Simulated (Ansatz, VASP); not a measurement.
BiH2: VASP beside Ansatz

Contents of INCAR:

```
SYSTEM = BiH2
ALGO = Normal
EDIFF = 1E-6
EDIFFG = -0.04
ENCUT = 600
GGA = PE
IBRION = 2
ISIF = 3
ISMEAR = 0
IVDW = 12
LASPH = .TRUE.
LCHARG = .FALSE.
LREAL = .FALSE.
LWAVE = .FALSE.
NELM = 60
NSW = 90
PREC = Accurate
SIGMA = 0.1
```

File KPOINTS:

```
k-points
0
G
  6 6 6
  0 0 0
```

POSCAR

```
BiH2
1.0
    3.7075639597      0.0000000000      0.0000000000
   -1.8537819799      3.2108445753      0.0000000000
    0.0000000000      0.0000000000      3.5384878577
Bi H
1 2
Direct
    0.0000000000      0.0000000000      0.0000000000
    0.3333333333      0.6666666667      0.7956602765
    0.6666666667      0.3333333333      0.2043397235
```

Input for Ansatz:

```yaml
crystal:
  lattice:
    - [3.7075639597, 0.0, 0.0]
    - [-1.8537819799, 3.2108445753, 0.0]
    - [0.0, 0.0, 3.5384878577]
  atoms:
    - { symbol: Bi, position: [0.0, 0.0, 0.0] }
    - { symbol: H, position: [0.3333333333, 0.6666666667, 0.7956602765] }
    - { symbol: H, position: [0.6666666667, 0.3333333333, 0.2043397235] }
basis:
  ecutwfc: 420
kpoints:
  mp_grid: { grid: [6, 6, 6] }
hamiltonian:
  xc: pbe
  dispersion: d3bj
scf:
  occupations: { method: gaussian, width: 0.1 }
  lower_state_search: "off"
output:
  forces: true
  stress: true
  eigenvalues: true
relax:
  adjacent_minimum: "off"
  f_tol: 0.04
  max_steps: 70
  cell: { stress_tol: 0.4 }
```

Alike in both runs: task relaxation of cell and atoms; functional PBE; dispersion D3(BJ); k mesh 6 × 6 × 6; occupations gaussian, width 0.1 eV; no spin polarisation.

|  | VASP | Ansatz |
| --- | --- | --- |
| version | VASP 6.6.1 | Ansatz 0.2.0 |
| potentials or method | VASP PAW PBE potentials, release 64 (Bi_d, H), cutoff 600 eV | scalar-relativistic, plane waves, PAW |
| valence electrons in the cell | 17 | 17 |

VASP gave:

```
gap on the k mesh at the Fermi level, each at its own relaxed structure (eV) : none
relaxed volume (Å³/atom)                                                     : 13.61
relaxed length of the cell vector where the two differ most in proportion (Å)              : 3.203
```

Task: What did Ansatz give for the same quantities?

Result: gap on the k mesh at the Fermi level, each at its own relaxed structure (eV): none; relaxed volume (Å³/atom): 13.58; relaxed length of the cell vector where the two differ most in proportion (Å): 3.190.

A gap of «none» marks a metal or a gap that the smearing closes.

Neither program's run includes spin-orbit coupling.
